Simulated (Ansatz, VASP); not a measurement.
# TlZnO2: VASP beside Ansatz

Contents of INCAR:

```
ALGO     = Normal         # electronic algorithm
EDIFF    = 1E-6           # SCF threshold, eV
EDIFFG   = -0.04          # ionic threshold
ENCUT    = 600            # plane-wave cutoff, eV
GGA      = PE             # functional
IBRION   = 2              # ionic algorithm
ISIF     = 3              # what is computed and relaxed
ISMEAR   = 0              # smearing method
LASPH    = True           # aspherical terms in the spheres
LCHARG   = False          # write CHGCAR
LREAL    = False          # projectors in reciprocal space
LWAVE    = False          # write WAVECAR
NELM     = 60             # most SCF steps
NSW      = 90             # ionic steps
PREC     = Accurate       # precision mode
SIGMA    = 0.1            # smearing width, eV
```

KPOINTS

```
k-points
0
Gamma
  4 4 6
```

Contents of POSCAR:

```
TlZnO2
1.0
    3.9600000000      0.0000000000      0.0000000000
    0.0000000000      3.9600000000      0.0000000000
    0.0000000000      0.0000000000      3.4101173000
Zn Tl O
1 1 2
Direct
    0.0000000000      0.0000000000      0.0000000000
    0.5000000000      0.5000000000      0.5000000000
    0.5000000000      0.0000000000      0.0000000000
    0.0000000000      0.5000000000      0.0000000000
```

Input for Ansatz:

```yaml
crystal:
  lattice:
    - [3.96, 0.0, 0.0]
    - [0.0, 3.96, 0.0]
    - [0.0, 0.0, 3.4101173]
  atoms:
    - { symbol: Zn, position: [0.0, 0.0, 0.0] }
    - { symbol: Tl, position: [0.5, 0.5, 0.5] }
    - { symbol: O, position: [0.5, 0.0, 0.0] }
    - { symbol: O, position: [0.0, 0.5, 0.0] }
basis:
  ecutwfc: 420
kpoints:
  mp_grid: { grid: [4, 4, 6] }
hamiltonian:
  xc: pbe
scf:
  occupations: { method: gaussian, width: 0.1 }
  lower_state_search: "off"
output:
  forces: true
  stress: true
  eigenvalues: true
relax:
  adjacent_minimum: "off"
  f_tol: 0.04
  max_steps: 70
  cell: { stress_tol: 0.4 }
```

Alike in both runs: task relaxation of cell and atoms; functional PBE; k mesh 4 × 4 × 6; occupations gaussian, width 0.1 eV; no spin polarisation.

```csv
,VASP,Ansatz
version,VASP 6.6.1,Ansatz 0.2.0
potentials or method,"VASP PAW PBE potentials, release 64 (Zn, Tl_d, O), cutoff 600 eV","scalar-relativistic, plane waves, PAW"
valence electrons in the cell,37,37
```

|  | VASP | Ansatz | Ansatz less VASP |
| --- | --- | --- | --- |
| gap on the k mesh at the Fermi level, each at its own relaxed structure (eV) | none | none | - |
| relaxed volume (Å³/atom) | 14.31 | 14.29 | -0.016 |
| relaxed cell length with the largest relative difference (Å) | 3.451 | 3.463 | +0.0118 |

A gap of «none» marks a metal or a gap that the smearing closes.

The k mesh is coarse, so the values compare programs but aren't converged. Neither program's run includes spin-orbit coupling.
